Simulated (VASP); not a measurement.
# InSb in VASP: single point with PBE+D3(BJ)

Aim: the single point of InSb with PBE+D3(BJ).

Everything below comes from runs of VASP 6.6.1. Logs are shortened: lines on timing, memory, paths and dates and some standing lists are left out, and cuts for length are marked.

**1. The cell of the first run**

The cell holds a slab with vacuum, 16 atoms: a = 9.259 Å, b = 9.259 Å, c = 20.725 Å, α = 90.00°, β = 90.00°, γ = 120.00°.

**2. Single point, PBE+D3(BJ)**

INCAR reads:

```
SYSTEM = InSb
PREC = Accurate
ENCUT = 520
EDIFF = 1E-7
ISMEAR = 0
SIGMA = 0.1
LREAL = Auto
LASPH = .TRUE.
NELM = 100
ALGO = Normal
ISIF = 2
LWAVE = .FALSE.
LCHARG = .FALSE.
LDIPOL = .TRUE.
IDIPOL = 3
DIPOL = 0.5 0.5 0.502
GGA = PE
IVDW = 12
NBANDS = 86
```

KPOINTS reads:

```
regular mesh
0
G
  3 3 1
  0 0 0
```

POSCAR reads:

```
InSb
1.0
    9.2586444657      0.0000000000      0.0000000000
   -4.6293222328      8.0182213119      0.0000000000
    0.0000000000      0.0000000000     20.7247822189
Sb In
8 8
Direct
    0.5000000000      0.0000000000      0.3860112939
    0.5000000000      0.5000000000      0.3860112939
    0.0000000000      0.0000000000      0.3860112939
    0.0000000000      0.5000000000      0.3860112939
    0.6666666667      0.8333333333      0.5764020875
    0.6666666667      0.3333333333      0.5764020875
    0.1666666667      0.8333333333      0.5764020875
    0.1666666667      0.3333333333      0.5764020875
    0.1666666667      0.8333333333      0.4316067763
    0.1666666667      0.3333333333      0.4316067763
    0.6666666667      0.8333333333      0.4316067763
    0.6666666667      0.3333333333      0.4316067763
    0.3333333333      0.6666666667      0.6135021793
    0.3333333333      0.1666666667      0.6135021793
    0.8333333333      0.6666666667      0.6135021793
    0.8333333333      0.1666666667      0.6135021793
```

Potentials or basis: VASP PAW PBE potentials, release 64 (Sb, In_d).

On the command line:

```bash
$ cat potpaw_PBE.64/Sb/POTCAR potpaw_PBE.64/In_d/POTCAR > POTCAR
$ mpirun -np 1 vasp_std > vasp.out
```

OUTCAR:

```text
SYSTEM = InSb
   PREC = Accurate
   ENCUT = 520
   EDIFF = 1E-7
   ISMEAR = 0
   LREAL = Auto
   LASPH = .TRUE.
   NELM = 100
   ISIF = 2
   GGA = PE
   IVDW = 12
 IVDW          = 12

 ion  position               nearest neighbor table
   1  0.500  0.000  0.386-  12 2.83   9 2.83  11 2.83
   2  0.500  0.500  0.386-  11 2.83  10 2.83  12 2.83
   3  0.000  0.000  0.386-  10 2.83  11 2.83   9 2.83
   4  0.000  0.500  0.386-   9 2.83  12 2.83  10 2.83
   5  0.667  0.833  0.576-  15 2.78  16 2.78  13 2.78  11 3.00
   6  0.667  0.333  0.576-  16 2.78  15 2.78  14 2.78  12 3.00
   7  0.167  0.833  0.576-  13 2.78  14 2.78  15 2.78   9 3.00
   8  0.167  0.333  0.576-  14 2.78  13 2.78  16 2.78  10 3.00
   9  0.167  0.833  0.432-   4 2.83   1 2.83   3 2.83   7 3.00
  10  0.167  0.333  0.432-   3 2.83   2 2.83   4 2.83   8 3.00
  11  0.667  0.833  0.432-   2 2.83   3 2.83   1 2.83   5 3.00
  12  0.667  0.333  0.432-   1 2.83   4 2.83   2 2.83   6 3.00
  13  0.333  0.667  0.614-   7 2.78   8 2.78   5 2.78
  14  0.333  0.167  0.614-   8 2.78   7 2.78   6 2.78
  15  0.833  0.667  0.614-   5 2.78   6 2.78   7 2.78
  16  0.833  0.167  0.614-   6 2.78   5 2.78   8 2.78
[... 7 lines left out ...]
 A1 = (   9.2586444657,   0.0000000000,   0.0000000000)
 A2 = (  -4.6293222328,   8.0182213119,   0.0000000000)
 A3 = (   0.0000000000,   0.0000000000,  20.7247822189)

Analysis of symmetry for initial positions (statically):
=====================================================================
 Subroutine PRICEL returns following result:

  LATTYP: Found a hexagonal cell.
 ALAT       =     4.6293222328
 C/A-ratio  =     4.4768502119

  Lattice vectors:

 A1 = (   4.6293222328,   0.0000000000,   0.0000000000)
 A2 = (  -2.3146611164,   4.0091106559,   0.0000000000)
 A3 = (   0.0000000000,   0.0000000000,  20.7247822189)

   4 primitive cells build up your supercell.

 Routine SETGRP: Setting up the symmetry group for a
 hexagonal supercell.

 Subroutine GETGRP returns: Found  6 space group operations
 (whereof  6 operations were pure point group operations)
 out of a pool of 24 trial point group operations.

The static configuration has the point symmetry C_3v.

Analysis of symmetry for dynamics (positions and initial velocities):
=====================================================================
 Subroutine PRICEL returns following result:

  LATTYP: Found a hexagonal cell.
 ALAT       =     4.6293222328
 C/A-ratio  =     4.4768502119

  Lattice vectors:

 A1 = (   4.6293222328,   0.0000000000,   0.0000000000)
 A2 = (  -2.3146611164,   4.0091106559,   0.0000000000)
 A3 = (   0.0000000000,   0.0000000000,  20.7247822189)

[... 105 lines left out ...]
   EFERMI =   0.00;   METHOD = LEGACY
   ISMEAR =     0;   SIGMA  =   0.10  broadening in eV -4-tet -1-fermi 0-gaus
   EFERMI_NEDOS =   21; number of points for ismear=-14 and -15
   IALGO  =     38    algorithm
   IMIX   =      4    mixing-type and parameters
     AMIX     =   0.40;   BMIX     =  1.00
     AMIX_MAG =   1.60;   BMIX_MAG =  1.00
  volume/ion in A,a.u.               =      96.16       648.92
  Fermi-wavevector in a.u.,A,eV,Ry     =   0.743288  1.404611  7.516909  0.552477
  Thomas-Fermi vector in A             =   1.838368
   LORBIT       =      0    0 simple, 1 ext, 2 COOP (PROOUT), +10 PAW based schemes
   GGA     = PE    functional components
   LHFCALC =     F    Hartree Fock is set to
   AEXX    =    0.0000 exact exchange contribution
   IVDW    =    12    specifies the selected vdW correction
   LEPSILON=     F    determine dielectric tensor
   LRPA    =     F    only Hartree local field effects (RPA)
 non-spin polarized calculation
 Gauss-broadening in eV      SIGMA  =   0.10
  energy-cutoff  :      520.00
  volume of cell :     1538.56
 maximum number of plane-waves:     41438
 NGX is ok and might be reduce to    70
   NGX = 35   NGY = 35   NGZ = 77

 number of electron     144.0000023 magnetization

 dipolmoment           0.000000      0.000000     -0.678608 electrons x Angstroem

 Free energy of the ion-electron system (eV)
  ---------------------------------------------------
  ext. energy  EPLUGINS =         0.00000000
  ---------------------------------------------------
  free energy    TOTEN  =       -50.69749410 eV

  energy without entropy =      -50.68072239  energy(sigma->0) =      -50.68910825

 E-fermi :  -0.8280     XC(G=0):  -3.7432

 val. band max:       -0.8326744916   @ k =   0.0000   0.0000   0.0000
 cond. band min:      -0.6843655647   @ k =   0.3333   0.3333   0.0000
 fundamental gap:      0.1483089269
 Fermi energy:        -0.8279976820

 k-point     1 :       0.0000    0.0000    0.0000
  band No.  band energies     occupation
      1     -16.0933      2.00000
      2     -16.0915      2.00000
      3     -16.0915      2.00000
      4     -16.0915      2.00000
      5     -16.0478      2.00000
      6     -16.0478      2.00000
[... 250 lines left out ...]
     83       1.9873      0.00000
     84       2.1422      0.00000
 [bands above 84 left out]

------------------------ aborting loop because EDIFF is reached ----------------------------------------

 vacuum level on the upper side and lower side of the slab       (xc-potential included)        -0.815         0.770

 Edisp (eV)   -3.49968

 E8    (eV) :    -1.7520

  FORCE on cell =-STRESS in cart. coord.  units (eV):
  Direction    XX          YY          ZZ          XY          YZ          ZX
  --------------------------------------------------------------------------------------
  -------------------------------------------------------------------------------------
  Total       2.08769     2.08769    -0.59761     0.00000     0.00000    -0.00000
  in kB       2.17401     2.17401    -0.62232     0.00000     0.00000    -0.00000
  external pressure =        1.24 kB  Pullay stress =        0.00 kB

 VOLUME and BASIS-vectors are now :
 -----------------------------------------------------------------------------
  energy-cutoff  :      520.00
  volume of cell :     1538.56
      direct lattice vectors                 reciprocal lattice vectors
     9.258644466  0.000000000  0.000000000     0.108007171  0.062357969  0.000000000
    -4.629322233  8.018221312  0.000000000     0.000000000  0.124715939  0.000000000
     0.000000000  0.000000000 20.724782219     0.000000000  0.000000000  0.048251412

 POSITION                                       TOTAL-FORCE (eV/Angst)
 -----------------------------------------------------------------------------------
      4.62932      0.00000      8.00000         0.000000     -0.000000      0.142511
      2.31466      4.00911      8.00000        -0.000000     -0.000000      0.142511
      0.00000      0.00000      8.00000         0.000000     -0.000000      0.142511
     -2.31466      4.00911      8.00000        -0.000000     -0.000000      0.142511
      2.31466      6.68185     11.94581         0.000000      0.000000     -0.020609
      4.62932      2.67274     11.94581         0.000000      0.000000     -0.020609
[... 8 lines left out ...]
      4.62932      5.34548     12.71470        -0.000000      0.000000      0.020488
      6.94398      1.33637     12.71470         0.000000     -0.000000      0.020488
 -----------------------------------------------------------------------------------
    total drift:                                0.000001     -0.000001      0.095692

  FREE ENERGIE OF THE ION-ELECTRON SYSTEM (eV)
  ---------------------------------------------------
  free  energy   TOTEN  =       -54.1971777692 eV

  energy  without entropy=      -54.1804060524  energy(sigma->0) =      -54.18879191

 vacuum level on the upper side and lower side of the slab         2.470         4.101
```

OSZICAR:

```text
N       E                     dE             d eps       ncg     rms          rms(c)
DAV:   1     0.117114040427E+04    0.11711E+04   -0.54704E+04   636   0.132E+03
DAV:   2     0.560859722697E+02   -0.11151E+04   -0.10956E+04   590   0.327E+02
DAV:   3    -0.483104215255E+02   -0.10440E+03   -0.10343E+03   608   0.142E+02
[... 24 lines left out ...]
DAV:  28    -0.506974915163E+02   -0.34230E-05   -0.12956E-07   368   0.938E-04    0.174E-03
DAV:  29    -0.506974933146E+02   -0.17984E-05   -0.64975E-08   352   0.838E-04    0.730E-04
DAV:  30    -0.506974937136E+02   -0.39897E-06   -0.80864E-09   334   0.682E-04    0.665E-04
DAV:  31    -0.506974940629E+02   -0.34933E-06   -0.91207E-09   308   0.261E-04    0.384E-04
DAV:  32    -0.506974941043E+02   -0.41380E-07    0.24848E-09   346   0.172E-04
   1 F= -.54197178E+02 E0= -.54188792E+02  d E =-.167717E-01
```

stdout:

```text
POSCAR found type information on POSCAR SbIn
 POSCAR found :  2 types and      16 ions
 scaLAPACK will be used
 LDA part: xc-table for (Slater+PW92), standard interpolation
 POSCAR, INCAR and KPOINTS ok, starting setup
 FFT: planning ... GRIDC
 FFT: planning ... GRID_SOFT
 FFT: planning ... GRID
 WAVECAR not read
 entering main loop
```

Wall time 14 min (1 thread of AMD EPYC 9R45 (Zen 5), shared host); peak memory 1.4 GiB.

What came out:

| Quantity | Value |
| --- | --- |
| Free energy | -54.1972 eV |
| Largest force | 0.143 eV/Å |
| Band gap on the k mesh | zero (filled and empty bands touch) |
| Dispersion energy per atom | -0.219 eV |

Forces on the atoms (eV/Å):
```
Sb   0.000  0.000  0.143
Sb   0.000  0.000  0.143
Sb   0.000  0.000  0.143
Sb   0.000  0.000  0.143
Sb   0.000  0.000 -0.021
Sb   0.000  0.000 -0.021
Sb   0.000  0.000 -0.021
Sb   0.000  0.000 -0.021
In   0.000  0.000 -0.142
In   0.000  0.000 -0.142
In   0.000  0.000 -0.142
In   0.000  0.000 -0.142
In   0.000  0.000  0.020
In   0.000  0.000  0.020
In   0.000  0.000  0.020
In   0.000  0.000  0.020
```

Caveat: spin-orbit coupling is left out, which moves the levels of the heavy elements.

The gap in the log of VASP goes by the Fermi energy; the results here count the filled bands.